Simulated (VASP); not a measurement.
# Sb (R-3m) in VASP: notebook, part 2 of 2

VASP 6.6.1.

## Step 4: Electric field gradients, LDA (29.69 Å³/atom)

This run uses another cell than the first one, of 29.69 Å³/atom.

Contents of INCAR:

```
PREC = Accurate ; ENCUT = 520
EDIFF = 1E-8 ; ISMEAR = -1
SIGMA = 0.03 ; LREAL = F
LASPH = T ; NELM = 80
ALGO = Normal ; ISIF = 2
LWAVE = F ; LCHARG = F
LEFG = T ; NBANDS = 12
```

Contents of KPOINTS:

```
Automatic mesh
0
Gamma
  12 12 12
```

Contents of POSCAR:

```
Sb
1.0
    2.1434076350      1.2374969751      3.7314781673
   -2.1434076350      1.2374969751      3.7314781673
    0.0000000000     -2.4749939500      3.7314781673
Sb
2
Direct
    0.2336400000      0.2336400000      0.2336400000
    0.7663600000      0.7663600000      0.7663600000
```

Potentials or basis: VASP PAW LDA potentials, release 64 (Sb).

Command:

```
$ cat potpaw_LDA.64/Sb/POTCAR > POTCAR
$ mpirun -np 1 vasp_std > vasp.out
```

OUTCAR:

```text
PREC = Accurate
   ENCUT = 520
   EDIFF = 1E-8
   ISMEAR = -1
   LREAL = F
   LASPH = T
   NELM = 80
   ISIF = 2

 ion  position               nearest neighbor table
   1  0.234  0.234  0.234-   2 2.89   2 2.89   2 2.89   2 3.33   2 3.33   2 3.33
   2  0.766  0.766  0.766-   1 2.89   1 2.89   1 2.89   1 3.33   1 3.33   1 3.33

  LATTYP: Found a trigonal (rhomboedric) cell.
 ALAT       =     4.4776695240
 COS(alpha) =     0.5417151843

  Lattice vectors:

 A1 = (   2.1434076350,   1.2374969751,   3.7314781673)
 A2 = (  -2.1434076350,   1.2374969751,   3.7314781673)
 A3 = (   0.0000000000,  -2.4749939500,   3.7314781673)

Analysis of symmetry for initial positions (statically):
=====================================================================
 Subroutine PRICEL returns:
 Original cell was already a primitive cell.

 Routine SETGRP: Setting up the symmetry group for a
 trigonal (rhombohedral) supercell.

 Subroutine GETGRP returns: Found 12 space group operations
 (whereof 12 operations were pure point group operations)
 out of a pool of 12 trial point group operations.

The static configuration has the point symmetry D_3d.

Analysis of symmetry for dynamics (positions and initial velocities):
=====================================================================
 Subroutine PRICEL returns:
 Original cell was already a primitive cell.

 Routine SETGRP: Setting up the symmetry group for a
 trigonal (rhombohedral) supercell.

 Subroutine GETGRP returns: Found 12 space group operations
 (whereof 12 operations were pure point group operations)
 out of a pool of 12 trial point group operations.

The dynamic configuration has the point symmetry D_3d.

 Subroutine INISYM returns: Found 12 space group operations
 (whereof 12 operations are pure point group operations),
 and found     1 'primitive' translations

----------------------------------------------------------------------------------------

                                     Primitive cell

  volume of cell :      59.3856

  direct lattice vectors                    reciprocal lattice vectors
     2.143407635  1.237496975  3.731478167     0.233273406  0.134680464  0.089330104
    -2.143407635  1.237496975  3.731478167    -0.233273406  0.134680464  0.089330104
     0.000000000 -2.474993950  3.731478167     0.000000000 -0.269360928  0.089330104

  length of vectors
     4.477669524  4.477669524  4.477669524     0.283787204  0.283787204  0.283787204

  position of ions in fractional coordinates (direct lattice)
     0.233640000  0.233640000  0.233640000
     0.766360000  0.766360000  0.766360000

  ion indices of the primitive-cell ions
   primitive index   ion index
                 1           1
                 2           2

----------------------------------------------------------------------------------------

 KPOINTS: Automatic mesh

Automatic generation of k-mesh.
 Grid dimensions read from file:
 generate k-points for:   12   12   12

[... 80 lines left out ...]
   IALGO  =     38    algorithm
   IMIX   =      4    mixing-type and parameters
     AMIX     =   0.40;   BMIX     =  1.00
     AMIX_MAG =   1.60;   BMIX_MAG =  1.00
  volume/ion in A,a.u.               =      29.69       200.38
  Fermi-wavevector in a.u.,A,eV,Ry     =   0.904026  1.708362 11.119549  0.817264
  Thomas-Fermi vector in A             =   2.027423
   LORBIT       =      0    0 simple, 1 ext, 2 COOP (PROOUT), +10 PAW based schemes
   GGA     = CA    functional components
   LHFCALC =     F    Hartree Fock is set to
   AEXX    =    0.0000 exact exchange contribution
   IVDW    =     0    specifies the selected vdW correction
   LEPSILON=     F    determine dielectric tensor
   LRPA    =     F    only Hartree local field effects (RPA)
 non-spin polarized calculation
  energy-cutoff  :      520.00
  volume of cell :       59.39
 maximum number of plane-waves:      1612
 NGX is ok and might be reduce to    36
   NGX = 17   NGY = 17   NGZ = 17

 number of electron      10.0000000 magnetization

 Free energy of the ion-electron system (eV)
  ---------------------------------------------------
  ext. energy  EPLUGINS =         0.00000000
  ---------------------------------------------------
  free energy    TOTEN  =        -9.62128156 eV

  energy without entropy =       -9.62094410  energy(sigma->0) =       -9.62111283

 E-fermi :   7.3578     XC(G=0):  -9.7892

 val. band max:        7.2117340914   @ k =   0.4167   0.3333   0.3333
 cond. band min:       7.4000714505   @ k =  -0.4167   0.5000   0.4167
 fundamental gap:      0.1883373591
 Fermi energy:         7.3578140122

 k-point     1 :       0.0000    0.0000    0.0000
  band No.  band energies     occupation
      1      -5.5138      2.00000
      2       2.5612      2.00000
      3       5.2737      2.00000
      4       5.5303      2.00000
      5       5.5303      2.00000
      6       9.4247      0.00000
      7      10.0579      0.00000
      8      10.0579      0.00000
      9      12.4184      0.00000
     10      12.4184      0.00000
     11      12.5938      0.00000
     12      13.8664      0.00000
[... 331 lines left out ...]
 k-point    24 :      -0.4167    0.1667    0.0000
  band No.  band energies     occupation
      1      -2.9545      2.00000
      2      -2.2079      2.00000
      3       3.5649      2.00000
      4       5.0716      2.00000
      5       5.6287      2.00000
      6       8.2922      0.00000
      7       8.6398      0.00000
      8      10.4648      0.00000
      9      13.8512      0.00000
     10      14.3846      0.00000
     11      14.9832      0.00000
     12      17.2944      0.00000

 [... further k-points ...]

------------------------ aborting loop because EDIFF is reached ----------------------------------------

  FORCE on cell =-STRESS in cart. coord.  units (eV):
  Direction    XX          YY          ZZ          XY          YZ          ZX
  --------------------------------------------------------------------------------------
  -------------------------------------------------------------------------------------
  Total        0.0948090      0.0948090     -0.1401306     -0.0000000     -0.0000000      0.0000000
  in kB        2.5578728      2.5578728     -3.7806153     -0.0000000     -0.0000000      0.0000000
  external PRESSURE =       0.4450435 kB  Pullay stress =       0.0000000 kB

 VOLUME and BASIS-vectors are now :
 -----------------------------------------------------------------------------
  energy-cutoff  :      520.00
  volume of cell :       59.39
      direct lattice vectors                 reciprocal lattice vectors
     2.143407635  1.237496975  3.731478167     0.233273406  0.134680464  0.089330104
    -2.143407635  1.237496975  3.731478167    -0.233273406  0.134680464  0.089330104
     0.000000000 -2.474993950  3.731478167     0.000000000 -0.269360928  0.089330104

 POSITION                                       TOTAL-FORCE (eV/Angst)
 -----------------------------------------------------------------------------------
      0.00000      0.00000      2.61547         0.000000      0.000000      0.192790
      0.00000      0.00000      8.57897         0.000000     -0.000000     -0.192790
 -----------------------------------------------------------------------------------
    total drift:                                0.000000     -0.000000      0.000000

  FREE ENERGIE OF THE ION-ELECTRON SYSTEM (eV)
  ---------------------------------------------------
  free  energy   TOTEN  =        -9.6212815567 eV

  energy  without entropy=       -9.6209441044  energy(sigma->0) =       -9.62111283

 Electric field gradients (V/A^2)
---------------------------------------------------------------------
 ion       V_xx      V_yy      V_zz      V_xy      V_xz      V_yz
---------------------------------------------------------------------
   1      21.512    21.512   -43.023    -0.000    -0.000    -0.000
   2      21.512    21.512   -43.023    -0.000    -0.000    -0.000
---------------------------------------------------------------------

 Electric field gradients after diagonalization (V/A^2)
 (convention: |V_zz| > |V_xx| > |V_yy|)
----------------------------------------------------------------------
 ion       V_xx      V_yy      V_zz     asymmetry (V_yy - V_xx)/ V_zz
----------------------------------------------------------------------
   1      21.512    21.512   -43.023       0.000
   2      21.512    21.512   -43.023       0.000
----------------------------------------------------------------------

           NMR quadrupolar parameters

 Cq : quadrupolar parameter    Cq=e*Q*V_zz/h
 eta: asymmetry parameters     (V_yy - V_xx)/ V_zz
 Q  : nuclear electric quadrupole moment in mb (millibarn)
----------------------------------------------------------------------
 ion       Cq(MHz)       eta       Q (mb)
----------------------------------------------------------------------
   1      -0.104       0.000       1.000
   2      -0.104       0.000       1.000
----------------------------------------------------------------------
```

stdout:

```text
POSCAR found type information on POSCAR Sb
 POSCAR found :  1 types and       2 ions
 scaLAPACK will be used
 LDA part: xc-table for (Slater(with rela. corr.)+CA(PZ))
 , standard interpolation
 POSCAR, INCAR and KPOINTS ok, starting setup
 FFT: planning ... GRIDC
 FFT: planning ... GRID_SOFT
 FFT: planning ... GRID
 WAVECAR not read
 entering main loop
ion   1

ion   2
```

Wall time 55 s (1 thread of AMD EPYC 9R45 (Zen 5), shared host); peak memory 0.22 GiB.

Results:

```
Free energy                             : -9.6213 eV
Pressure                                : 0.0 GPa
Largest force                           : 0.193 eV/Å
Band gap on the k mesh                  : zero (bands 5 and 6 overlap by 0.30 eV)
Largest electric field gradient by atom : Sb -43.0 V/Å²
```

Forces on the atoms (eV/Å):
```
Sb   0.000  0.000  0.193
Sb   0.000  0.000 -0.193
```

Electric field gradients, principal values (V/Å²):
```csv
atom,least,middle,greatest (by size)
1 Sb,21.512,21.512,-43.023
2 Sb,21.512,21.512,-43.023
```

Caveat: without QUAD_EFG the Cq values of the log hold for a quadrupole moment of 1 mb, not for the nuclei; spin-orbit coupling is left out, which moves the levels of the heavy elements.
